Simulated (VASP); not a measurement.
Set up this calculation in VASP 6.6.1, as the native input.

```
Task                               : single point
Functional                         : HSE06
Potentials or basis                : VASP PAW PBE potentials, release 64 (Mg, F)
Cutoff                             : 520 eV
k mesh                             : 4 × 4 × 6
Occupations                        : gaussian, width 0.01 eV
Spin                               : no spin polarisation
Dipole correction                  : no
Grid for exact exchange (PRECFOCK) : Normal
Further INCAR settings             : ALGO = Normal; EDIFF = 1e-06; NBANDS = 25
Share of exact exchange            : 0.25
Screening parameter                : 0.2079 1/Å
```

MgF2:

```xyz
6
Lattice="4.6220 0.0000 0.0000 0.0000 4.6220 0.0000 0.0000 0.0000 3.0461" Properties=species:S:1:pos:R:3 pbc="T T T"
Mg    0.0000    0.0000    0.0000
Mg    2.3110    2.3110    1.5231
F     1.4002    1.4002    0.0000
F     0.9108    3.7113    1.5231
F     3.7113    0.9108    1.5231
F     3.2218    3.2218    0.0000
```

The input as run:

POSCAR

```
MgF2
1.0
    4.6220159946      0.0000000000      0.0000000000
    0.0000000000      4.6220159946      0.0000000000
    0.0000000000      0.0000000000      3.0461117595
Mg F
2 4
Direct
    0.0000000000      0.0000000000      0.0000000000
    0.5000000000      0.5000000000      0.5000000000
    0.3029505751      0.3029505751      0.0000000000
    0.1970494249      0.8029505751      0.5000000000
    0.8029505751      0.1970494249      0.5000000000
    0.6970494249      0.6970494249      0.0000000000
```

INCAR.step1

```
SYSTEM = MgF2
ALGO = Normal
EDIFF = 1E-5
ENCUT = 520
GGA = PE
GGA_COMPAT = .FALSE.
ISIF = 2
ISMEAR = 0
KPAR = 4
LASPH = .TRUE.
LREAL = .FALSE.
LWAVE = .TRUE.
NBANDS = 25
NELM = 120
PREC = Accurate
SIGMA = 0.01
```

INCAR.step2

```
SYSTEM = MgF2
ALGO = Normal
EDIFF = 1E-6
ENCUT = 520
GGA = PE
GGA_COMPAT = .FALSE.
HFSCREEN = 0.2079
ISIF = 2
ISMEAR = 0
ISTART = 1
KPAR = 4
LASPH = .TRUE.
LCHARG = .TRUE.
LHFCALC = .TRUE.
LREAL = .FALSE.
LVHAR = .TRUE.
LWAVE = .FALSE.
NBANDS = 25
NELM = 120
PREC = Accurate
PRECFOCK = Normal
SIGMA = 0.01
```

KPOINTS

```
k-points
0
G
  4 4 6
  0 0 0
```

Potentials or basis: VASP PAW PBE potentials, release 64 (Mg, F).

Run with:

```bash
$ cat potpaw_PBE.64/Mg/POTCAR potpaw_PBE.64/F/POTCAR > POTCAR
$ cp INCAR.step1 INCAR
$ mpirun -np 4 vasp_std > vasp.out
$ cp INCAR.step2 INCAR
$ mpirun -np 4 vasp_std > vasp.out
```

Results of the run:

- Pressure: 0.7 GPa
- Largest force: 0.016 eV/Å
- Band gap on the k mesh: 9.41 eV

Caveat: the structure was generated, so it needn't be the stable form of MgF2; the PAW data sets were made with another functional, which shifts forces and pressure a little.

Wall time 38 min on 4 MPI ranks on Intel(R) Xeon(R) Platinum 8259CL CPU @ 2.50GHz (Skylake/Cascade Lake), with other jobs on the host, peak memory 0.31 GiB a rank.
